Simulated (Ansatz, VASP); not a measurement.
CdS: VASP beside Ansatz

```
CELL_PARAMETERS angstrom
4.15000 0.00000 0.00000
-2.07500 3.59401 0.00000
0.00000 0.00000 6.73700
ATOMIC_POSITIONS crystal
Cd 0.33333 0.66667 0.00000
Cd 0.66667 0.33333 0.50000
S 0.33333 0.66667 0.37500
S 0.66667 0.33333 0.87500
```

Alike in both runs: task relaxation of cell and atoms; functional PBE; k mesh 6 × 6 × 4; occupations fermi-dirac, width 0.02 eV; no spin polarisation.

|  | VASP | Ansatz |
| --- | --- | --- |
| version | VASP 6.6.1 | Ansatz 0.2.0 |
| potentials or method | VASP PAW PBE potentials, release 64 (Cd, S), cutoff 500 eV | plane waves, PAW |
| valence electrons in the cell | 36 | 52 |

|  | VASP | Ansatz | Ansatz less VASP |
| --- | --- | --- | --- |
| relaxed volume (Å³/atom) | 26.16 | 26.03 | -0.130 |
| relaxed cell length with the largest relative difference (Å) | 6.847 | 6.827 | -0.0193 |

VASP's potentials hold 36 valence electrons a cell and Ansatz's 52, so a difference there can come from the potentials and not from the codes.
